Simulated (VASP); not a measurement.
# Al32Si (a cell with a defect): single point with PBE+D3(BJ)

System: Al32Si (a cell with a defect).

```
CELL_PARAMETERS angstrom
8.10000 0.00000 0.00000
0.00000 8.10000 0.00000
0.00000 0.00000 8.10000
ATOMIC_POSITIONS crystal
Al 0.49601 0.00527 0.00054
Al 0.75008 0.24841 0.00086
Al 0.75013 0.98911 0.23044
Al 0.00416 0.00527 0.00049
Al 0.25008 0.25181 0.00037
Al 0.49073 0.49983 0.99795
Al 0.75010 0.76099 0.99311
Al 0.25011 0.00650 0.24623
Al 0.50518 0.25363 0.25437
Al 0.75009 0.51715 0.19940
Al 0.48077 0.99201 0.49981
Al 0.75004 0.15878 0.49961
Al 0.75008 0.99579 0.76939
Al 0.00943 0.49984 0.99788
Al 0.25007 0.75490 0.99938
Al 0.99503 0.25367 0.25440
Al 0.25014 0.49870 0.24098
Al 0.49456 0.75358 0.24545
Al 0.01938 0.99198 0.49976
Al 0.25010 0.24707 0.50025
Al 0.45608 0.51069 0.50219
Al 0.75005 0.77367 0.50070
Al 0.25006 0.00423 0.75442
Al 0.50175 0.25142 0.74794
Al 0.75002 0.50792 0.78679
Al 0.00565 0.75356 0.24540
Al 0.04433 0.51079 0.50214
Al 0.25016 0.75985 0.49933
Al 0.99832 0.25145 0.74781
Al 0.25009 0.50017 0.76028
Al 0.49656 0.75407 0.75304
Al 0.00359 0.75407 0.75303
Si 0.75028 0.45066 0.48939
```

* Program: VASP 6.6.1
* Task: single point
* Functional: PBE
* Dispersion: D3(BJ)
* Potentials or basis: VASP PAW PBE potentials, release 64 (Al, Si)
* Cutoff: 400 eV
* k mesh: 2 × 2 × 2
* Occupations: gaussian, width 0.05 eV
* Spin: no spin polarisation

```yaml
Pressure: 0.1 GPa
Largest_force: 0.156 eV/Å
Band_gap_on_the_k_mesh: zero (bands 50 and 51 overlap by 1.10 eV)
Dispersion_energy_per_atom: -0.346 eV
```

Forces on the atoms (eV/Å):
```
Al   0.011 -0.010 -0.006
Al   0.001 -0.040 -0.020
Al   0.000  0.018  0.043
Al  -0.011 -0.008 -0.004
Al  -0.001 -0.020 -0.002
Al  -0.015 -0.008  0.000
Al  -0.001  0.013  0.042
Al  -0.001 -0.024  0.007
Al  -0.011 -0.002 -0.017
Al   0.000 -0.087 -0.038
Al   0.046 -0.005 -0.004
Al   0.001  0.132  0.001
Al  -0.001 -0.033 -0.057
Al   0.014 -0.010  0.001
Al   0.001  0.005  0.006
Al   0.010 -0.002 -0.018
Al   0.000  0.004 -0.015
Al   0.020 -0.013 -0.003
Al  -0.047 -0.005 -0.005
Al   0.001 -0.033 -0.002
Al  -0.046 -0.020 -0.009
Al   0.001  0.036 -0.006
Al   0.000 -0.004 -0.016
Al  -0.004 -0.003  0.000
Al   0.000 -0.001  0.074
Al  -0.020 -0.012 -0.002
Al   0.046 -0.021 -0.009
Al   0.000  0.024 -0.008
Al   0.005 -0.002  0.002
Al   0.001 -0.009  0.006
Al  -0.003 -0.005  0.004
Al   0.003 -0.005  0.003
Si  -0.002  0.148  0.050
```

Stress tensor (GPa, compression positive):
```
-0.15  0.00  0.00
 0.00  0.55 -0.21
 0.00 -0.21 -0.12
```

Levels at points of the mesh, in eV from the Fermi level:
```
           k point  band 45  band 46  band 47  band 48  band 49  band 50  band 51  band 52  band 53  band 54
(0.00, 0.00, 0.00)    -0.42    -0.26    -0.08    -0.06     0.44     0.47     0.51     0.52     0.64     0.65
(0.50, 0.00, 0.00)    -0.68    -0.43    -0.34    -0.32    -0.20    -0.15    -0.05     0.14     0.56     0.77
(0.00, 0.50, 0.00)    -0.63    -0.62    -0.35    -0.32    -0.31    -0.18     0.03     0.17     0.73     0.84
(0.00, 0.00, 0.50)    -0.68    -0.43    -0.34    -0.32    -0.21    -0.14    -0.05     0.14     0.56     0.77
(0.50, 0.50, 0.00)    -0.62    -0.49    -0.46    -0.29     0.49     0.55     0.72     0.75     1.00     1.06
(0.00, 0.50, 0.50)    -0.62    -0.49    -0.46    -0.29     0.49     0.55     0.72     0.75     1.00     1.06
(0.50, 0.00, 0.50)    -0.80    -0.47    -0.46    -0.29     0.45     0.46     0.72     0.83     1.03     1.03
(0.50, 0.50, 0.50)    -0.72    -0.69    -0.64    -0.62    -0.55    -0.55    -0.55    -0.49    -0.41    -0.23
```

Run time: 7.4 min on 1 thread of Intel Xeon 8259CL, with other jobs on the host, peak memory 0.44 GiB.

Caveat: the k points lie up to 0.39 Å⁻¹ apart, too coarse for converged energies and pressures of a metal.
